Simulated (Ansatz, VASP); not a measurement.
# TiB2: VASP beside Ansatz

```
Ti B
1.0
     3.02920    0.00000    0.00000
    -1.51460    2.62336    0.00000
     0.00000    0.00000    3.22840
Ti B
1 2
Direct
  0.00000 0.00000 0.00000
  0.33333 0.66667 0.50000
  0.66667 0.33333 0.50000
```

Alike in both runs: task relaxation of cell and atoms; functional PBE; k mesh 18 × 18 × 14; occupations gaussian, width 0.1 eV; no spin polarisation.

```csv
,VASP,Ansatz
version,VASP 6.6.1,Ansatz 0.2.0
potentials or method,"VASP PAW PBE potentials, release 64 (Ti_sv, B), cutoff 600 eV","scalar-relativistic, plane waves, PAW"
valence electrons in the cell,18,18
```

```csv
,VASP,Ansatz,Ansatz less VASP
"gap on the k mesh at the Fermi level, each at its own relaxed structure (eV)",none,none,-
relaxed volume (Å³/atom),8.56,8.56,-0.005
relaxed cell length with the largest relative difference (Å),3.225,3.224,-0.0006
```

A gap of «none» marks a metal or a gap that the smearing closes.
